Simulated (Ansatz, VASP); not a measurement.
**ZrF3 in VASP and in Ansatz**

```
CELL_PARAMETERS angstrom
2.18045 -2.18210 0.00000
2.18045 2.18210 0.00000
0.00000 0.00000 4.46067
ATOMIC_POSITIONS crystal
Zr 0.00000 0.00000 0.00000
F 0.50000 0.50000 0.76530
F 0.00000 0.00000 0.50000
F 0.50000 0.50000 0.23470
```

Change from the starting cell: species swapped into the VFe3 type (Cmmm, No. 65).

Alike in both runs: functional PBE; k mesh 8 × 8 × 2; occupations gaussian, width 0.1 eV; no spin polarisation.

Ansatz relaxed the structure, and its values are those at the end. VASP's run is a single point on that final structure, the one shown.

|  | VASP | Ansatz |
| --- | --- | --- |
| version | VASP 6.6.1 | Ansatz 0.2.0 |
| potentials or method | VASP PAW PBE potentials, release 64 (Zr_sv, F), cutoff 520 eV | scalar-relativistic, plane waves, PAW |
| valence electrons in the cell | 33 | 33 |

```csv
,VASP,Ansatz,Ansatz less VASP
gap on the k mesh at the Fermi level (eV),none,none,-
pressure (GPa),0.0,0.0,0.00
```

A gap of «none» marks a metal or a gap that the smearing closes.

The k mesh is coarse, so the values compare programs but aren't converged.
